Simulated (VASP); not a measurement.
Set up this calculation in VASP 6.6.1, as the native input.

- Task: single point
- Functional: PBEsol
- Potentials or basis: VASP PAW PBE potentials, release 64 (Be)
- Cutoff: 520 eV
- k mesh: 14 × 14 × 8
- Occupations: fermi-dirac, width 0.15 eV
- Spin: no spin polarisation
- Dipole correction: no
- Further INCAR settings: ALGO = Normal; EDIFF = 1e-06; NBANDS = 9

The structure of Be lies in POSCAR:

```
Be
1.0
    2.2853000000      0.0000000000      0.0000000000
   -1.1426500000      1.9791300000      0.0000000000
    0.0000000000      0.0000000000      3.5842000000
Be
2
Direct
    0.3333333333      0.6666666667      0.2500000000
    0.6666666667      0.3333333333      0.7500000000
```

The input as run:

INCAR

```
PREC = Accurate
ENCUT = 520
EDIFF = 1E-6
ISMEAR = -1
SIGMA = 0.15
LREAL = False
LASPH = True
NELM = 80
ALGO = Normal
ISIF = 2
LWAVE = False
LCHARG = False
GGA = PS
NBANDS = 9
```

KPOINTS

```
Automatic mesh
0
Gamma
  14 14 8
```

Potentials or basis: VASP PAW PBE potentials, release 64 (Be).

Command:

```sh
$ cat potpaw_PBE.64/Be/POTCAR > POTCAR
$ mpirun -np 1 vasp_std > vasp.out
```

Results of the run:

```
Pressure               : -3.5 GPa
Band gap on the k mesh : zero (band 2 reaches 7.49 eV, above the bottom of band 3 at 6.73 eV)
```

Caveat: the PAW data sets were made with another functional, which shifts forces and pressure a little.

Run time: 28 s on 1 thread of AMD EPYC 7R13, with other jobs on the host, peak memory 0.1 GiB.
